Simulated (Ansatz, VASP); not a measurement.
# Two plane-wave programs on Al

```xyz
11
Lattice="4.0145 0.0000 0.0000 0.0000 2.8386 0.0000 0.0000 0.0000 30.1932" Properties=species:S:1:pos:R:3 pbc="T T T"
Al    0.0000    0.0000    8.0000
Al    2.0072    1.4193    9.4193
Al    0.0000    0.0000   10.8386
Al    2.0072    1.4193   12.2580
Al    0.0000    0.0000   13.6773
Al    2.0072    1.4193   15.0966
Al    0.0000    0.0000   16.5159
Al    2.0072    1.4193   17.9353
Al    0.0000    0.0000   19.3546
Al    2.0072    1.4193   20.7739
Al    0.0000    0.0000   22.1932
```

Alike in both runs: task single point; functional PBEsol; k mesh 14 × 19 × 1; no spin polarisation.

|  | VASP | Ansatz |
| --- | --- | --- |
| version | VASP 6.6.1 | Ansatz 0.2.0 |
| potentials or method | VASP PAW PBE potentials, release 64 (Al) | plane-wave PAW, scalar-relativistic |
| plane-wave cutoff (eV) | 520 | 420 |
| occupations | methfessel-paxton of order 1, width 0.1 eV | cold, width 0.1 eV |
| valence electrons in the cell | 33 | 33 |

VASP gave:

- rms of the force components (eV/Å): 0.078
- work function, face that differs most (eV): 4.07

Task: What did Ansatz give for the same quantities?

Result: rms of the force components (eV/Å): 0.079; work function, face that differs most (eV): 4.07.

VASP's potentials were made for PBE, not for PBEsol, and Ansatz warns of the same on its side. Atom by atom the forces differ by 0.002 eV/Å (rms over components).
